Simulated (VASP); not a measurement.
# BP (P6_3/mmc) in VASP: settings compared

The runs below take BP through single point, with PBE, LDA, r2SCAN.

Everything below comes from runs of VASP 6.6.1. Logs are shortened: lines on timing, memory, paths and dates and some standing lists are left out, and cuts for length are marked.

### Step 1. The cell of the first run

The structure is hexagonal, space group P6_3/mmc (No. 194). The conventional cell has a = 3.204 Å, b = 3.204 Å, c = 8.467 Å, α = 90.00°, β = 90.00°, γ = 120.00°. B (site symmetry -6m2) has 3 P at 1.85 Å within 2.5 Å. Within 2.5 Å of P (site symmetry -6m2) lie 3 B at 1.85 Å.

### Step 2. Single point, PBE

Contents of INCAR:

```
SYSTEM = BP
ALGO     = Normal         ! electronic algorithm
EDIFF    = 1E-6           ! SCF threshold, eV
ENCUT    = 520            ! plane-wave cutoff, eV
GGA      = PE             ! functional
ISIF     = 2              ! what is computed and relaxed
ISMEAR   = -1             ! smearing method
LASPH    = .TRUE.         ! aspherical terms in the spheres
LCHARG   = .FALSE.        ! write CHGCAR
LREAL    = .FALSE.        ! projectors in reciprocal space
LWAVE    = .FALSE.        ! write WAVECAR
NBANDS   = 16             ! bands
NELM     = 100            ! most SCF steps
PREC     = Accurate       ! precision mode
SIGMA    = 0.02           ! smearing width, eV
```

Contents of KPOINTS:

```
k-points
0
G
  12 12 4
  0 0 0
```

Contents of POSCAR:

```
BP
1.0
    3.2039355360      0.0000000000      0.0000000000
   -1.6019677680      2.7746895663      0.0000000000
    0.0000000000      0.0000000000      8.4666271308
B P
2 2
Direct
    0.3333333333      0.6666666667      0.2500000000
    0.6666666667      0.3333333333      0.7500000000
    0.6666666667      0.3333333333      0.2500000000
    0.3333333333      0.6666666667      0.7500000000
```

Potentials or basis: VASP PAW PBE potentials, release 64 (B, P).

The run is started by

```bash
$ cat potpaw_PBE.64/B/POTCAR potpaw_PBE.64/P/POTCAR > POTCAR
$ mpirun -np 1 vasp_std > vasp.out
```

OUTCAR:

```text
SYSTEM = BP
   EDIFF = 1E-6
   ENCUT = 520
   GGA = PE
   ISIF = 2
   ISMEAR = -1
   LASPH = .TRUE.
   LREAL = .FALSE.
   NELM = 100
   PREC = Accurate

 ion  position               nearest neighbor table
   1  0.333  0.667  0.250-   3 1.85   3 1.85   3 1.85
   2  0.667  0.333  0.750-   4 1.85   4 1.85   4 1.85
   3  0.667  0.333  0.250-   1 1.85   1 1.85   1 1.85
   4  0.333  0.667  0.750-   2 1.85   2 1.85   2 1.85

  LATTYP: Found a hexagonal cell.
 ALAT       =     3.2039355360
 C/A-ratio  =     2.6425709992

  Lattice vectors:

 A1 = (   3.2039355360,   0.0000000000,   0.0000000000)
 A2 = (  -1.6019677680,   2.7746895663,   0.0000000000)
 A3 = (   0.0000000000,   0.0000000000,   8.4666271308)

Analysis of symmetry for initial positions (statically):
=====================================================================
 Subroutine PRICEL returns:
 Original cell was already a primitive cell.

 Routine SETGRP: Setting up the symmetry group for a
 hexagonal supercell.

 Subroutine GETGRP returns: Found 24 space group operations
 (whereof 12 operations were pure point group operations)
 out of a pool of 24 trial point group operations.

The static configuration has the point symmetry D_3d.
 The point group associated with its full space group is D_6h.

Analysis of symmetry for dynamics (positions and initial velocities):
=====================================================================
 Subroutine PRICEL returns:
 Original cell was already a primitive cell.

 Routine SETGRP: Setting up the symmetry group for a
 hexagonal supercell.

 Subroutine GETGRP returns: Found 24 space group operations
 (whereof 12 operations were pure point group operations)
 out of a pool of 24 trial point group operations.

The dynamic configuration has the point symmetry D_3d.
 The point group associated with its full space group is D_6h.

 Subroutine INISYM returns: Found 24 space group operations
 (whereof 12 operations are pure point group operations),
 and found     1 'primitive' translations

----------------------------------------------------------------------------------------

                                     Primitive cell

  volume of cell :      75.2677

  direct lattice vectors                    reciprocal lattice vectors
     3.203935536  0.000000000  0.000000000     0.312116142  0.180200339  0.000000000
    -1.601967768  2.774689566  0.000000000     0.000000000  0.360400678  0.000000000
     0.000000000  0.000000000  8.466627131     0.000000000  0.000000000  0.118110788

  length of vectors
     3.203935536  3.203935536  8.466627131     0.360400678  0.360400678  0.118110788

  position of ions in fractional coordinates (direct lattice)
     0.333333333  0.666666667  0.250000000
     0.666666667  0.333333333  0.750000000
     0.666666667  0.333333333  0.250000000
     0.333333333  0.666666667  0.750000000

  ion indices of the primitive-cell ions
   primitive index   ion index
                 1           1
                 2           2
                 3           3
                 4           4

----------------------------------------------------------------------------------------

 KPOINTS: k-points

Automatic generation of k-mesh.
 Grid dimensions read from file:
 generate k-points for:   12   12    4

 Generating k-lattice:

  Cartesian coordinates                     Fractional coordinates (reciprocal lattice)
     0.026009679  0.015016695  0.000000000     0.083333333  0.000000000  0.000000000
     0.000000000  0.030033390  0.000000000     0.000000000  0.083333333  0.000000000
     0.000000000  0.000000000  0.029527697     0.000000000  0.000000000  0.250000000

  Length of vectors
     0.030033390  0.030033390  0.029527697

  Shift w.r.t. Gamma in fractional coordinates (k-lattice)
     0.000000000  0.000000000  0.000000000

 Subroutine IBZKPT returns following result:
 ===========================================

 Found     57 irreducible k-points:

 Following reciprocal coordinates:
            Coordinates               Weight
  0.000000  0.000000  0.000000      1.000000
  0.083333 -0.000000  0.000000      6.000000
  0.166667  0.000000  0.000000      6.000000
  0.250000 -0.000000  0.000000      6.000000
  0.333333  0.000000  0.000000      6.000000
  0.416667  0.000000  0.000000      6.000000
[... 16 lines left out ...]
  0.250000 -0.000000  0.250000     12.000000
  0.333333  0.000000  0.250000     12.000000
 [... further k-points ...]
   k-points           NKPTS =     57   k-points in BZ     NKDIM =     57   number of bands    NBANDS=     16
   number of dos      NEDOS =    301   number of ions     NIONS =      4
   total plane-waves  NPLWV =  36864
   dimension x,y,z NGX =    24 NGY =   24 NGZ =   64
   dimension x,y,z NGXF=    48 NGYF=   48 NGZF=  128
   ions per type =               2   2
   NGX,Y,Z   is equivalent  to a cutoff of  12.45, 12.45, 12.57 a.u.
   NGXF,Y,Z  is equivalent  to a cutoff of  24.91, 24.91, 25.13 a.u.
 SYSTEM =  BP
   PREC   = accura    normal or accurate (medium, high low for compatibility)
   ISTART =      0    job   : 0-new  1-cont  2-samecut
   ICHARG =      2    charge: 1-file 2-atom 10-const
   ISPIN  =      1    spin polarized calculation?
   LNONCOLLINEAR =      F non collinear calculations
   LSORBIT =      F    spin-orbit coupling
   LASPH  =      T    aspherical Exc in radial PAW
   ENCUT  =  520.0 eV  38.22 Ry    6.18 a.u.   5.96  5.96 15.74*2*pi/ulx,y,z
   NELM   =    100;   NELMIN=  2; NELMDL= -5     # of ELM steps
   EDIFF  = 0.1E-05   stopping-criterion for ELM
   LREAL  =      F    real-space projection
   EDIFFG = 0.1E-04   stopping-criterion for IOM
   NSW    =      0    number of steps for IOM
   IBRION =     -1    ionic relax: 0-MD 1-quasi-New 2-CG
   NFREE  =      0    steps in history (QN), initial steepest desc. (CG)
   ISIF   =      2    stress and relaxation
   ISYM   =      2    0-nonsym 1-usesym 2-fastsym
   POTIM  = 0.5000    time-step for ionic-motion
   TEBEG  =    0.0;   TEEND  =   0.0 temperature during run
   PSTRESS=    0.0 pullay stress
   NELECT =      16.0000    total number of electrons
   NUPDOWN=      -1.0000    fix difference up-down
   EMIN   =  10.00;   EMAX   =-10.00  energy-range for DOS
   EFERMI =   0.00;   METHOD = LEGACY
   ISMEAR =    -1;   SIGMA  =   0.02  broadening in eV -4-tet -1-fermi 0-gaus
   EFERMI_NEDOS =   21; number of points for ismear=-14 and -15
   IALGO  =     38    algorithm
   IMIX   =      4    mixing-type and parameters
     AMIX     =   0.40;   BMIX     =  1.00
     AMIX_MAG =   1.60;   BMIX_MAG =  1.00
  volume/ion in A,a.u.               =      18.82       126.98
  Fermi-wavevector in a.u.,A,eV,Ry     =   0.977039  1.846336 12.988196  0.954605
  Thomas-Fermi vector in A             =   2.107705
   LORBIT       =      0    0 simple, 1 ext, 2 COOP (PROOUT), +10 PAW based schemes
   GGA     = PE    functional components
   LHFCALC =     F    Hartree Fock is set to
   AEXX    =    0.0000 exact exchange contribution
   IVDW    =     0    specifies the selected vdW correction
   LEPSILON=     F    determine dielectric tensor
   LRPA    =     F    only Hartree local field effects (RPA)
 non-spin polarized calculation
  energy-cutoff  :      520.00
  volume of cell :       75.27
 maximum number of plane-waves:      2058
 NGX is ok and might be reduce to    24
   NGX = 11   NGY = 11   NGZ = 31

 number of electron      16.0000001 magnetization

 Free energy of the ion-electron system (eV)
  ---------------------------------------------------
  ext. energy  EPLUGINS =         0.00000000
  ---------------------------------------------------
  free energy    TOTEN  =       -24.32615756 eV

  energy without entropy =      -24.32615756  energy(sigma->0) =      -24.32615756

 E-fermi :   2.9053     XC(G=0):  -8.3295

 val. band max:        2.4777106778   @ k =   0.3333   0.3333   0.5000
 cond. band min:       3.3551804672   @ k =   0.3333   0.3333   0.5000
 fundamental gap:      0.8774697895
 Fermi energy:         2.9052627530

 k-point     1 :       0.0000    0.0000    0.0000
  band No.  band energies     occupation
      1     -11.2831      2.00000
      2     -11.1576      2.00000
      3      -2.2433      2.00000
      4      -1.0447      2.00000
      5       0.8424      2.00000
      6       0.8424      2.00000
[... 8 lines left out ...]
     15       8.4625      0.00000
     16      10.8998      0.00000

 k-point     2 :       0.0833   -0.0000    0.0000
  band No.  band energies     occupation
      1     -11.1765      2.00000
      2     -11.0517      2.00000
      3      -2.1258      2.00000
      4      -0.9328      2.00000
      5       0.3003      2.00000
      6       0.3388      2.00000
[... 8 lines left out ...]
     15       8.9867      0.00000
     16      10.3937      0.00000

 k-point     3 :       0.1667    0.0000    0.0000
  band No.  band energies     occupation
      1     -10.8594      2.00000
      2     -10.7372      2.00000
      3      -1.7758      2.00000
      4      -0.9742      2.00000
      5      -0.9197      2.00000
      6      -0.6004      2.00000
[... 8 lines left out ...]
     15       9.5824      0.00000
     16       9.7339      0.00000

 k-point     4 :       0.2500   -0.0000    0.0000
  band No.  band energies     occupation
      1     -10.3425      2.00000
      2     -10.2249      2.00000
      3      -2.4974      2.00000
      4      -2.4293      2.00000
      5      -1.2025      2.00000
      6      -0.3629      2.00000
[... 8 lines left out ...]
     15      10.4303      0.00000
     16      10.9146      0.00000

 k-point     5 :       0.3333    0.0000    0.0000
  band No.  band energies     occupation
      1      -9.6543      2.00000
      2      -9.5444      2.00000
      3      -3.9983      2.00000
      4      -3.9211      2.00000
      5      -0.7927      2.00000
      6      -0.7518      2.00000
[... 8 lines left out ...]
     15      11.9965      0.00000
     16      12.2827      0.00000

 k-point     6 :       0.4167    0.0000    0.0000
  band No.  band energies     occupation
      1      -8.8886      2.00000
      2      -8.7955      2.00000
      3      -5.2724      2.00000
      4      -5.1954      2.00000
      5      -1.0681      2.00000
      6      -1.0260      2.00000
[... 8 lines left out ...]
     15      12.0701      0.00000
     16      13.1623      0.00000
[... 267 lines left out ...]
 k-point    21 :       0.0833   -0.0000    0.2500
  band No.  band energies     occupation
      1     -11.1588      2.00000
      2     -11.0706      2.00000
      3      -1.9791      2.00000
      4      -1.1450      2.00000
      5       0.3060      2.00000
      6       0.3332      2.00000
[... 8 lines left out ...]
     15       8.9653      0.00000
     16       9.9069      0.00000

 k-point    22 :       0.1667    0.0000    0.2500
  band No.  band energies     occupation
      1     -10.8421      2.00000
      2     -10.7557      2.00000
      3      -1.6312      2.00000
      4      -0.9659      2.00000
      5      -0.9305      2.00000
      6      -0.8058      2.00000
[... 8 lines left out ...]
     15       9.4524      0.00000
     16       9.5112      0.00000

 k-point    23 :       0.2500   -0.0000    0.2500
  band No.  band energies     occupation
      1     -10.3258      2.00000
      2     -10.2426      2.00000
      3      -2.4879      2.00000
      4      -2.4397      2.00000
      5      -1.0604      2.00000
      6      -0.3573      2.00000
[... 8 lines left out ...]
     15      10.3798      0.00000
     16      10.4213      0.00000

 k-point    24 :       0.3333    0.0000    0.2500
  band No.  band energies     occupation
      1      -9.6386      2.00000
      2      -9.5610      2.00000
      3      -3.9874      2.00000
      4      -3.9329      2.00000
      5      -0.7868      2.00000
      6      -0.7579      2.00000
[... 8 lines left out ...]
     15      12.2884      0.00000
     16      12.3260      0.00000

 [... further k-points ...]
[... 5 lines left out ...]
  --------------------------------------------------------------------------------------
  -------------------------------------------------------------------------------------
  Total        0.5294275      0.5294275      0.3456280      0.0000000      0.0000000      0.0000000
  in kB       11.2696001     11.2696001      7.3571711      0.0000000      0.0000000      0.0000000
  external PRESSURE =       9.9654571 kB  Pullay stress =       0.0000000 kB

 VOLUME and BASIS-vectors are now :
 -----------------------------------------------------------------------------
  energy-cutoff  :      520.00
  volume of cell :       75.27
      direct lattice vectors                 reciprocal lattice vectors
     3.203935536  0.000000000  0.000000000     0.312116142  0.180200339  0.000000000
    -1.601967768  2.774689566  0.000000000     0.000000000  0.360400678  0.000000000
     0.000000000  0.000000000  8.466627131     0.000000000  0.000000000  0.118110788

 POSITION                                       TOTAL-FORCE (eV/Angst)
 -----------------------------------------------------------------------------------
     -0.00000      1.84979      2.11666        -0.000000      0.000000      0.000000
      1.60197      0.92490      6.34997         0.000000      0.000000      0.000000
      1.60197      0.92490      2.11666        -0.000000     -0.000000      0.000000
     -0.00000      1.84979      6.34997        -0.000000     -0.000000      0.000000
 -----------------------------------------------------------------------------------
    total drift:                               -0.000000      0.000000      0.000000

  FREE ENERGIE OF THE ION-ELECTRON SYSTEM (eV)
  ---------------------------------------------------
  free  energy   TOTEN  =       -24.3261575639 eV

  energy  without entropy=      -24.3261575639  energy(sigma->0) =      -24.32615756
```

Run time: 19 s. Hardware: 1 thread of Intel Xeon 6975P-C (Granite Rapids), shared host; peak memory 0.2 GiB.

What came out:

| Property | Result |
| --- | --- |
| Free energy | -24.3262 eV |
| Pressure | 1.0 GPa |
| Band gap on the k mesh | 0.88 eV, direct |

Stress tensor (GPa, compression positive):
```
1.13 0.00 0.00
0.00 1.13 0.00
0.00 0.00 0.74
```

Caveat: this functional lacks dispersion, which binds the layers, so the pressure and a relaxed spacing across them are unreliable. A k mesh can miss the band edges.

### Step 3. Single point, LDA

Contents of INCAR:

```
ALGO = Normal
EDIFF = 1E-6
ENCUT = 520
ISIF = 2
ISMEAR = 0
LASPH = T
LCHARG = T
LELF = T
LREAL = F
LVHAR = T
LWAVE = F
NBANDS = 16
NELM = 60
PREC = Accurate
SIGMA = 0.01
```

Contents of KPOINTS:

```
k-points
0
Gamma
  12 12 4
```

POSCAR is that of step 2.

Potentials or basis: VASP PAW LDA potentials, release 64 (B, P).

The run is started by

```bash
$ cat potpaw_LDA.64/B/POTCAR potpaw_LDA.64/P/POTCAR > POTCAR
$ mpirun -np 1 vasp_std > vasp.out
```

Wall time 17 s (1 thread of Intel Xeon 6975P-C (Granite Rapids), shared host); peak memory 0.18 GiB.

It converged, with:

```
Free energy            : -26.7803 eV
Pressure               : -2.6 GPa
Band gap on the k mesh : 0.82 eV, direct
```

Stress tensor (GPa, compression positive):
```
-3.51  0.00  0.00
 0.00 -3.51  0.00
 0.00  0.00 -0.64
```

Levels at points of the mesh, in eV from the valence-band top:
| k point | band 5 | band 6 | band 7 | band 8 | band 9 | band 10 | band 11 | band 12 |
| --- | --- | --- | --- | --- | --- | --- | --- | --- |
| (0.00, 0.00, 0.00) | -1.65 | -1.65 | -1.62 | -1.62 | 3.09 | 4.63 | 4.63 | 4.70 |
| (0.50, 0.00, 0.00) | -3.65 | -3.61 | -1.53 | -0.58 | 0.87 | 2.03 | 2.76 | 2.94 |
| (0.00, 0.00, 0.50) | -1.64 | -1.64 | -1.64 | -1.64 | 4.67 | 4.67 | 4.67 | 4.67 |
| (0.50, 0.00, 0.50) | -3.63 | -3.63 | -1.09 | -1.09 | 1.37 | 1.37 | 2.85 | 2.85 |

### Step 4. Single point, r2SCAN

POSCAR is that of step 3.

Contents of INCAR.step1:

```
ALGO = Normal ; EDIFF = 1E-4
ENCUT = 520 ; GGA = PE
ISMEAR = -1 ; LASPH = True
LCHARG = False ; LREAL = False
LWAVE = True ; NBANDS = 16
NELM = 100 ; PREC = Accurate
SIGMA = 0.02
```

Contents of INCAR.step2:

```
ALGO = Normal ; EDIFF = 1E-7
ENCUT = 520 ; ISIF = 2
ISMEAR = -1 ; ISTART = 1
LASPH = True ; LCHARG = False
LMIXTAU = True ; LREAL = False
LWAVE = False ; METAGGA = R2SCAN
NBANDS = 16 ; NELM = 100
PREC = Accurate ; SIGMA = 0.02
```

Contents of KPOINTS:

```
k-points
0
Gamma
  12 12 2
```

Potentials or basis: VASP PAW PBE potentials, release 64 (B, P).

The run is started by

```bash
$ cat potpaw_PBE.64/B/POTCAR potpaw_PBE.64/P/POTCAR > POTCAR
$ cp INCAR.step1 INCAR
$ mpirun -np 1 vasp_std > vasp.out
$ cp INCAR.step2 INCAR
$ mpirun -np 1 vasp_std > vasp.out
```

It took 57 s on 1 thread of Intel Xeon 6975P-C (Granite Rapids), shared host; peak memory 0.2 GiB.

Results (log left out):

```
Free energy            : -33.0185 eV
Pressure               : -0.3 GPa
Band gap on the k mesh : 1.07 eV, direct
```

Stress tensor (GPa, compression positive):
```
-0.48  0.00  0.00
 0.00 -0.48  0.00
 0.00  0.00 -0.06
```

Levels at points of the mesh, in eV from the valence-band top:
| k point | band 6 | band 7 | band 8 | band 9 | band 10 | band 11 |
| --- | --- | --- | --- | --- | --- | --- |
| (0.00, 0.00, 0.00) | -1.75 | -1.72 | -1.72 | 3.58 | 4.99 | 4.99 |
| (0.50, 0.00, 0.00) | -3.81 | -1.54 | -0.60 | 1.13 | 2.29 | 3.11 |
| (0.00, 0.00, 0.50) | -1.73 | -1.73 | -1.73 | 5.03 | 5.03 | 5.03 |
| (0.50, 0.00, 0.50) | -3.84 | -1.10 | -1.10 | 1.62 | 1.62 | 3.20 |

Caveat: the PAW data sets were made with another functional, which shifts forces and pressure a little.

[end of part 1 of 2]
